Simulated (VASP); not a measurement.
Set up this calculation in VASP 6.6.1, as the native input.

| Item | Value |
| --- | --- |
| Task | dielectric tensor |
| Functional | PBE |
| Potentials or basis | VASP PAW PBE potentials, release 64 (Mo_sv, S) |
| Cutoff | 520 eV |
| k mesh | 9 × 9 × 4 |
| Occupations | gaussian, width 0.01 eV |
| Spin | no spin polarisation |
| Dipole correction | no |
| Further INCAR settings | ALGO = Normal; EDIFF = 1e-08 |

The structure of MoS2 lies in POSCAR:

```
MoS2
1.0
    3.1709601090      0.0000000000      0.0000000000
   -1.5854800545      2.7461320088      0.0000000000
    0.0000000000      0.0000000000      6.8100356761
Mo S
1 2
Direct
    0.0000000000      0.0000000000      0.0000000000
    0.3333333333      0.6666666667      0.2285274094
    0.3333333333      0.6666666667      0.7714725906
```

The input as run:

INCAR

```
PREC = Accurate ; ENCUT = 520
EDIFF = 1E-8 ; ISMEAR = 0
SIGMA = 0.01 ; LREAL = False
LASPH = True ; NELM = 100
ALGO = Normal ; ISIF = 2
LWAVE = False ; LCHARG = False
GGA = PE ; LEPSILON = True
```

KPOINTS

```
Automatic mesh
0
Gamma
  9 9 4
```

Potentials or basis: VASP PAW PBE potentials, release 64 (Mo_sv, S).

The run is started by

```bash
$ cat potpaw_PBE.64/Mo_sv/POTCAR potpaw_PBE.64/S/POTCAR > POTCAR
$ mpirun -np 1 vasp_std > vasp.out
```

It gave:

| Quantity | Value |
| --- | --- |
| Band gap on the k mesh | 1.28 eV, indirect (least direct gap 1.69 eV) |
| Electronic dielectric tensor (diagonal) | 13.77, 13.77, 4.19 |
| Born charges (mean of the diagonal) | Mo -0.75; S +0.38 e |

Run time: 3.3 min on 1 thread of Intel(R) Xeon(R) 6975P-C (Granite Rapids) (shared host), peak memory 0.39 GiB.
